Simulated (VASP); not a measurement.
# Ge (Imma) in VASP: notebook

Ge is run at these levels: PBEsol; tasks: single point.

Everything below comes from runs of VASP 6.6.1. Logs are shortened: lines on timing, memory, paths and dates and some standing lists are left out, and cuts for length are marked.

### Step 1. The cell of the first run

Symmetry: Imma, No. 74, orthorhombic system. Conventional cell: a = 4.917 Å, b = 5.222 Å, c = 2.874 Å, α = 90.00°, β = 90.00°, γ = 90.00°. Within 3.7 Å of Ge (site symmetry mm2) lie 10 Ge at 2.64 to 3.62 Å.

### Step 2. Single point, PBEsol (strain -0.015 along x and y, +0.000 along z)

Contents of INCAR:

```
SYSTEM = Ge
ALGO = Normal
EDIFF = 1E-6
ENCUT = 520
GGA = PS
ISIF = 2
ISMEAR = 0
LASPH = .True.
LCHARG = .False.
LREAL = .False.
LWAVE = .False.
NBANDS = 21
NELM = 60
PREC = Accurate
SIGMA = 0.15
```

Contents of KPOINTS:

```
k-points
0
Gamma
  20 20 20
  0 0 0
```

Contents of POSCAR:

```
Ge
1.0
   -2.4584595300      2.6111000550      1.4369470000
    2.4584595300     -2.6111000550      1.4369470000
    2.4584595300      2.6111000550     -1.4369470000
Ge
2
Direct
    0.1859430000      0.9359430000      0.2500000000
    0.8140570000      0.0640570000      0.7500000000
```

Potentials or basis: VASP PAW PBE potentials, release 64 (Ge_d).

The run is started by

```
> cat potpaw_PBE.64/Ge_d/POTCAR > POTCAR
> mpirun -np 1 vasp_std > vasp.out
```

OUTCAR:

```text
SYSTEM = Ge
   EDIFF = 1E-6
   ENCUT = 520
   GGA = PS
   ISIF = 2
   ISMEAR = 0
   LASPH = .True.
   LREAL = .False.
   NELM = 60
   PREC = Accurate

 ion  position               nearest neighbor table
   1  0.186  0.936  0.250-   2 2.64   2 2.64   2 2.68   2 2.68
   2  0.814  0.064  0.750-   1 2.64   1 2.64   1 2.68   1 2.68

  LATTYP: Found a body centered orthorhombic cell.
 ALAT       =     2.8738940000
 B/A-ratio  =     1.7108908888
 C/A-ratio  =     1.8171164664

  Lattice vectors:

 A1 = (   2.4584595300,  -2.6111000550,   1.4369470000)
 A2 = (  -2.4584595300,  -2.6111000550,  -1.4369470000)
 A3 = (   2.4584595300,   2.6111000550,  -1.4369470000)

Analysis of symmetry for initial positions (statically):
=====================================================================
 Subroutine PRICEL returns:
 Original cell was already a primitive cell.

 Routine SETGRP: Setting up the symmetry group for a
 body centered orthorhombic supercell.

 Subroutine GETGRP returns: Found  8 space group operations
 (whereof  4 operations were pure point group operations)
 out of a pool of  8 trial point group operations.

The static configuration has the point symmetry C_2h.
 The point group associated with its full space group is D_2h.

Analysis of symmetry for dynamics (positions and initial velocities):
=====================================================================
 Subroutine PRICEL returns:
 Original cell was already a primitive cell.

 Routine SETGRP: Setting up the symmetry group for a
 body centered orthorhombic supercell.

 Subroutine GETGRP returns: Found  8 space group operations
 (whereof  4 operations were pure point group operations)
 out of a pool of  8 trial point group operations.

The dynamic configuration has the point symmetry C_2h.
 The point group associated with its full space group is D_2h.

 Subroutine INISYM returns: Found  8 space group operations
 (whereof  4 operations are pure point group operations),
 and found     1 'primitive' translations

----------------------------------------------------------------------------------------

                                     Primitive cell

  volume of cell :      36.8967

  direct lattice vectors                    reciprocal lattice vectors
    -2.458459530  2.611100055  1.436947000     0.000000000  0.191490173  0.347959946
     2.458459530 -2.611100055  1.436947000     0.203379390  0.000000000  0.347959946
     2.458459530  2.611100055 -1.436947000     0.203379390  0.191490173  0.000000000

  length of vectors
     3.863506625  3.863506625  3.863506625     0.397170757  0.403037591  0.279341480

  position of ions in fractional coordinates (direct lattice)
     0.185943000  0.935943000  0.250000000
     0.814057000  0.064057000  0.750000000

  ion indices of the primitive-cell ions
   primitive index   ion index
                 1           1
                 2           2

----------------------------------------------------------------------------------------

 KPOINTS: k-points

Automatic generation of k-mesh.
 Grid dimensions read from file:
 generate k-points for:   20   20   20

 Generating k-lattice:

  Cartesian coordinates                     Fractional coordinates (reciprocal lattice)
     0.000000000  0.009574509  0.017397997     0.050000000 -0.000000000  0.000000000
     0.010168970  0.000000000  0.017397997    -0.000000000  0.050000000  0.000000000
     0.010168970  0.009574509  0.000000000     0.000000000  0.000000000  0.050000000

  Length of vectors
     0.019858538  0.020151880  0.013967074

  Shift w.r.t. Gamma in fractional coordinates (k-lattice)
     0.000000000  0.000000000  0.000000000

 Subroutine IBZKPT returns following result:
 ===========================================

 Found   1166 irreducible k-points:

 Following reciprocal coordinates:
            Coordinates               Weight
  0.000000  0.000000  0.000000      1.000000
  0.050000 -0.000000  0.000000      4.000000
  0.100000  0.000000 -0.000000      4.000000
  0.150000 -0.000000  0.000000      4.000000
  0.200000  0.000000 -0.000000      4.000000
  0.250000  0.000000  0.000000      4.000000
[... 16 lines left out ...]
 -0.450000  0.050000  0.000000      8.000000
 -0.400000  0.050000  0.000000      8.000000
 [... further k-points ...]
   k-points           NKPTS =   1166   k-points in BZ     NKDIM =   1166   number of bands    NBANDS=     21
   number of dos      NEDOS =    301   number of ions     NIONS =      2
   total plane-waves  NPLWV =  27000
   dimension x,y,z NGX =    30 NGY =   30 NGZ =   30
   dimension x,y,z NGXF=    60 NGYF=   60 NGZF=   60
   ions per type =               2
   NGX,Y,Z   is equivalent  to a cutoff of  12.91, 12.91, 12.91 a.u.
   NGXF,Y,Z  is equivalent  to a cutoff of  25.82, 25.82, 25.82 a.u.
 SYSTEM =  Ge
   PREC   = accura    normal or accurate (medium, high low for compatibility)
   ISTART =      0    job   : 0-new  1-cont  2-samecut
   ICHARG =      2    charge: 1-file 2-atom 10-const
   ISPIN  =      1    spin polarized calculation?
   LNONCOLLINEAR =      F non collinear calculations
   LSORBIT =      F    spin-orbit coupling
   LASPH  =      T    aspherical Exc in radial PAW
   ENCUT  =  520.0 eV  38.22 Ry    6.18 a.u.   7.18  7.18  7.18*2*pi/ulx,y,z
   NELM   =     60;   NELMIN=  2; NELMDL= -5     # of ELM steps
   EDIFF  = 0.1E-05   stopping-criterion for ELM
   LREAL  =      F    real-space projection
   EDIFFG = 0.1E-04   stopping-criterion for IOM
   NSW    =      0    number of steps for IOM
   IBRION =     -1    ionic relax: 0-MD 1-quasi-New 2-CG
   NFREE  =      0    steps in history (QN), initial steepest desc. (CG)
   ISIF   =      2    stress and relaxation
   ISYM   =      2    0-nonsym 1-usesym 2-fastsym
   POTIM  = 0.5000    time-step for ionic-motion
   TEBEG  =    0.0;   TEEND  =   0.0 temperature during run
   PSTRESS=    0.0 pullay stress
   NELECT =      28.0000    total number of electrons
   NUPDOWN=      -1.0000    fix difference up-down
   EMIN   =  10.00;   EMAX   =-10.00  energy-range for DOS
   EFERMI =   0.00;   METHOD = LEGACY
   ISMEAR =     0;   SIGMA  =   0.15  broadening in eV -4-tet -1-fermi 0-gaus
   EFERMI_NEDOS =   21; number of points for ismear=-14 and -15
   IALGO  =     38    algorithm
   IMIX   =      4    mixing-type and parameters
     AMIX     =   0.40;   BMIX     =  1.00
     AMIX_MAG =   1.60;   BMIX_MAG =  1.00
  volume/ion in A,a.u.               =      18.45       124.50
  Fermi-wavevector in a.u.,A,eV,Ry     =   1.493247  2.821828 30.338100  2.229787
  Thomas-Fermi vector in A             =   2.605672
   LORBIT       =      0    0 simple, 1 ext, 2 COOP (PROOUT), +10 PAW based schemes
   GGA     = PS    functional components
   LHFCALC =     F    Hartree Fock is set to
   AEXX    =    0.0000 exact exchange contribution
   IVDW    =     0    specifies the selected vdW correction
   LEPSILON=     F    determine dielectric tensor
   LRPA    =     F    only Hartree local field effects (RPA)
 non-spin polarized calculation
 Gauss-broadening in eV      SIGMA  =   0.15
  energy-cutoff  :      520.00
  volume of cell :       36.90
 maximum number of plane-waves:      1007
 NGX is ok and might be reduce to    30
   NGX = 15   NGY = 15   NGZ = 15

 number of electron      27.9999985 magnetization

 Free energy of the ion-electron system (eV)
  ---------------------------------------------------
  ext. energy  EPLUGINS =         0.00000000
  ---------------------------------------------------
  free energy    TOTEN  =        -9.52466454 eV

  energy without entropy =       -9.51543513  energy(sigma->0) =       -9.52004984

 E-fermi :   6.7070     XC(G=0): -11.4920

 val. band max:        6.7055525296   @ k =   0.1000   0.2000   0.0000
 cond. band min:       6.7070185075   @ k =  -0.3000   0.3500   0.2000
 fundamental gap:      0.0014659779
 Fermi energy:         6.7070144711

 k-point     1 :       0.0000    0.0000    0.0000
  band No.  band energies     occupation
      1     -17.9843      2.00000
      2     -17.8943      2.00000
      3     -17.8898      2.00000
      4     -17.8858      2.00000
      5     -17.8576      2.00000
      6     -17.8172      2.00000
[... 13 lines left out ...]
     20      17.7193      0.00000
     21      19.3724      0.00000

 k-point     2 :       0.0500   -0.0000    0.0000
  band No.  band energies     occupation
      1     -17.9822      2.00000
      2     -17.8929      2.00000
      3     -17.8878      2.00000
      4     -17.8823      2.00000
      5     -17.8581      2.00000
      6     -17.8179      2.00000
[... 13 lines left out ...]
     20      18.0290      0.00000
     21      18.9341      0.00000

 k-point     3 :       0.1000    0.0000   -0.0000
  band No.  band energies     occupation
      1     -17.9762      2.00000
      2     -17.8888      2.00000
      3     -17.8813      2.00000
      4     -17.8725      2.00000
      5     -17.8594      2.00000
      6     -17.8198      2.00000
[... 13 lines left out ...]
     20      17.4124      0.00000
     21      19.1310      0.00000

 k-point     4 :       0.1500   -0.0000    0.0000
  band No.  band energies     occupation
      1     -17.9667      2.00000
      2     -17.8824      2.00000
      3     -17.8711      2.00000
      4     -17.8611      2.00000
      5     -17.8579      2.00000
      6     -17.8218      2.00000
[... 13 lines left out ...]
     20      16.3798      0.00000
     21      19.0890      0.00000

 k-point     5 :       0.2000    0.0000   -0.0000
  band No.  band energies     occupation
      1     -17.9544      2.00000
      2     -17.8747      2.00000
      3     -17.8621      2.00000
      4     -17.8594      2.00000
      5     -17.8403      2.00000
      6     -17.8218      2.00000
[... 13 lines left out ...]
     20      15.5388      0.00000
     21      19.2307      0.00000
[... 382 lines left out ...]
     20      18.0517      0.00000
     21      18.7071      0.00000

 k-point    22 :       0.5000    0.0500    0.0000
  band No.  band energies     occupation
      1     -17.8816      2.00000
      2     -17.8580      2.00000
      3     -17.8486      2.00000
      4     -17.8438      2.00000
      5     -17.8281      2.00000
      6     -17.8076      2.00000
[... 13 lines left out ...]
     20      18.0250      0.00000
     21      18.6656      0.00000

 k-point    23 :      -0.4500    0.0500    0.0000
  band No.  band energies     occupation
      1     -17.8888      2.00000
      2     -17.8623      2.00000
      3     -17.8432      2.00000
      4     -17.8340      2.00000
      5     -17.8305      2.00000
      6     -17.8111      2.00000
[... 13 lines left out ...]
     20      17.1753      0.00000
     21      19.4833      0.00000

 k-point    24 :      -0.4000    0.0500    0.0000
  band No.  band energies     occupation
      1     -17.9007      2.00000
      2     -17.8659      2.00000
      3     -17.8407      2.00000
      4     -17.8350      2.00000
      5     -17.8232      2.00000
      6     -17.8103      2.00000
[... 13 lines left out ...]
     20      15.8958      0.00000
     21      20.5191      0.00000

 [... further k-points ...]

------------------------ aborting loop because EDIFF is reached ----------------------------------------

  FORCE on cell =-STRESS in cart. coord.  units (eV):
  Direction    XX          YY          ZZ          XY          YZ          ZX
  --------------------------------------------------------------------------------------
  -------------------------------------------------------------------------------------
  Total        0.0302770     -0.0501399     -0.2456745      0.0000000      0.0000000      0.0000000
  in kB        1.3147273     -2.1772404    -10.6680101      0.0000000      0.0000000      0.0000000
  external PRESSURE =      -3.8435077 kB  Pullay stress =       0.0000000 kB

 VOLUME and BASIS-vectors are now :
 -----------------------------------------------------------------------------
  energy-cutoff  :      520.00
  volume of cell :       36.90
      direct lattice vectors                 reciprocal lattice vectors
    -2.458459530  2.611100055  1.436947000     0.000000000  0.191490173  0.347959946
     2.458459530 -2.611100055  1.436947000     0.203379390  0.000000000  0.347959946
     2.458459530  2.611100055 -1.436947000     0.203379390  0.191490173  0.000000000

 POSITION                                       TOTAL-FORCE (eV/Angst)
 -----------------------------------------------------------------------------------
      2.45846     -1.30555      1.25285         0.000000      0.000000     -0.050126
     -0.00000      3.91665      0.18409        -0.000000     -0.000000      0.050126
 -----------------------------------------------------------------------------------
    total drift:                                0.000000      0.000000     -0.000000

  FREE ENERGIE OF THE ION-ELECTRON SYSTEM (eV)
  ---------------------------------------------------
  free  energy   TOTEN  =        -9.5246645444 eV

  energy  without entropy=       -9.5154351265  energy(sigma->0) =       -9.52004984
```

It took 12 min on 1 thread of Intel Xeon Platinum 8259CL at 2.50GHz (Skylake/Cascade Lake), shared host; peak memory 0.74 GiB.

Results:

```yaml
Free_energy: -9.5247 eV
Pressure: -0.4 GPa
Largest_force: 0.050 eV/Å
Band_gap_on_the_k_mesh: zero (bands 14 and 15 overlap by 6.08 eV)
```

Forces in eV/Å, atoms in the order of the input:
```
Ge   0.000  0.000 -0.050
Ge   0.000  0.000  0.050
```

Stress tensor (GPa, compression positive):
```
 0.13  0.00  0.00
 0.00 -0.22  0.00
 0.00  0.00 -1.07
```

Caveat: the cell differs from its parent crystal (strain -0.015 along x and y, +0.000 along z); the PAW data sets were made with another functional, which shifts forces and pressure a little.

### Step 3. Single point, PBEsol (strain +0.000 along x and y, -0.015 along z)

Contents of INCAR:

```
PREC = Accurate
ENCUT = 520
EDIFF = 1E-6
ISMEAR = 0
SIGMA = 0.15
LREAL = False
LASPH = True
NELM = 100
ALGO = Normal
ISIF = 2
LWAVE = False
LCHARG = False
GGA = PS
NBANDS = 21
```

Contents of KPOINTS:

```
Automatic mesh
0
Gamma
  20 20 20
```

Contents of POSCAR:

```
Ge
1.0
   -2.4958980000      2.6508630000      1.4153927950
    2.4958980000     -2.6508630000      1.4153927950
    2.4958980000      2.6508630000     -1.4153927950
Ge
2
Direct
    0.1859430000      0.9359430000      0.2500000000
    0.8140570000      0.0640570000      0.7500000000
```

Potentials or basis: VASP PAW PBE potentials, release 64 (Ge_d).

The run is started by

```
> cat potpaw_PBE.64/Ge_d/POTCAR > POTCAR
> mpirun -np 1 vasp_std > vasp.out
```

It took 11 min on 1 thread of Intel Xeon Platinum 8259CL at 2.50GHz (Skylake/Cascade Lake), shared host; peak memory 0.76 GiB.

Results (log left out):

```
Free energy            : -9.5219 eV
Pressure               : -1.6 GPa
Largest force          : 0.047 eV/Å
Band gap on the k mesh : zero (bands 14 and 15 overlap by 5.75 eV)
```

Forces in eV/Å, atoms in the order of the input:
```
Ge   0.000  0.000 -0.047
Ge   0.000  0.000  0.047
```

Stress tensor (GPa, compression positive):
```
-0.90  0.00  0.00
 0.00 -2.85  0.00
 0.00  0.00 -0.97
```

Levels at points of the mesh, in eV from the Fermi level:
```csv
k point,band 12,band 13,band 14,band 15,band 16,band 17
"(0.00, 0.00, 0.00)",-3.93,-2.46,-1.97,3.35,6.87,7.56
"(0.50, 0.00, 0.00)",-6.93,-1.98,-1.62,-0.73,1.51,3.26
"(0.00, 0.50, 0.00)",-5.92,-3.40,-2.33,-1.71,3.12,4.03
"(0.50, 0.50, 0.00)",-10.47,0.58,0.58,2.19,2.19,7.13
"(0.50, 0.50, 0.50)",-8.31,-5.94,-5.70,4.79,7.25,10.65
```

Caveat: the cell differs from its parent crystal (strain +0.000 along x and y, -0.015 along z); the PAW data sets were made with another functional, which shifts forces and pressure a little.
